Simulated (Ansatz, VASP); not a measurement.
# Ta: VASP beside Ansatz

INCAR

```
PREC     = Accurate       # precision mode
ENCUT    = 600            # plane-wave cutoff, eV
EDIFF    = 1E-7           # SCF threshold, eV
ISMEAR   = 0              # smearing method
SIGMA    = 0.1            # smearing width, eV
LREAL    = False          # projectors in reciprocal space
LASPH    = True           # aspherical terms in the spheres
NELM     = 60             # most SCF steps
ALGO     = Normal         # electronic algorithm
ISIF     = 3              # what is computed and relaxed
LWAVE    = False          # write WAVECAR
LCHARG   = False          # write CHGCAR
GGA      = PE             # functional
IBRION   = 2              # ionic algorithm
NSW      = 90             # ionic steps
EDIFFG   = -0.04          # ionic threshold
```

Contents of KPOINTS:

```
regular mesh
0
Gamma
  4 4 2
```

The input POSCAR:

```
Ta
1.0
    3.4744462300     -3.4766714100      0.0000000000
    3.4744462300      3.4766714100      0.0000000000
    0.0000000000      0.0000000000      7.6732599600
Ta
4
Direct
    0.2500000000      0.7500000000      0.4123970000
    0.7500000000      0.2500000000      0.5876030000
    0.0000000000      0.5000000000      0.0000000000
    0.5000000000      0.0000000000      0.0000000000
```

Input for Ansatz:

```yaml
crystal:
  lattice:
    - [3.47444623, -3.47667141, 0.0]
    - [3.47444623, 3.47667141, 0.0]
    - [0.0, 0.0, 7.67325996]
  atoms:
    - { symbol: Ta, position: [0.25, 0.75, 0.412397] }
    - { symbol: Ta, position: [0.75, 0.25, 0.587603] }
    - { symbol: Ta, position: [0.0, 0.5, 0.0] }
    - { symbol: Ta, position: [0.5, 0.0, 0.0] }
basis:
  ecutwfc: 420
kpoints:
  mp_grid: { grid: [4, 4, 2] }
hamiltonian:
  xc: pbe
scf:
  occupations: { method: gaussian, width: 0.1 }
  lower_state_search: "off"
output:
  forces: true
  stress: true
  eigenvalues: true
relax:
  adjacent_minimum: "off"
  f_tol: 0.04
  max_steps: 70
  cell: { stress_tol: 0.4 }
```

Alike in both runs: task relaxation of cell and atoms; functional PBE; k mesh 4 × 4 × 2; occupations gaussian, width 0.1 eV; no spin polarisation.

|  | VASP | Ansatz |
| --- | --- | --- |
| version | VASP 6.6.1 | Ansatz 0.2.0 |
| potentials or method | VASP PAW PBE potentials, release 64 (Ta_pv), cutoff 600 eV | scalar-relativistic, plane waves, PAW |
| valence electrons in the cell | 44 | 52 |

|  | VASP | Ansatz | Ansatz less VASP |
| --- | --- | --- | --- |
| gap on the k mesh at the Fermi level, each at its own relaxed structure (eV) | none | none | - |
| relaxed volume (Å³/atom) | 19.69 | 19.68 | -0.017 |
| relaxed length of the cell vector where the two differ most in proportion (Å) | 4.006 | 4.003 | -0.0032 |

A gap of «none» marks a metal or a gap that the smearing closes. VASP's potentials hold 44 valence electrons a cell and Ansatz's 52, so a difference there can come from the potentials and not from the codes.

The k mesh is coarse, so the values compare programs but aren't converged. Spin-orbit coupling is off throughout. Noted on VASP's run: the volume moved by over 15 % at a fixed basis, so the end points are rough.
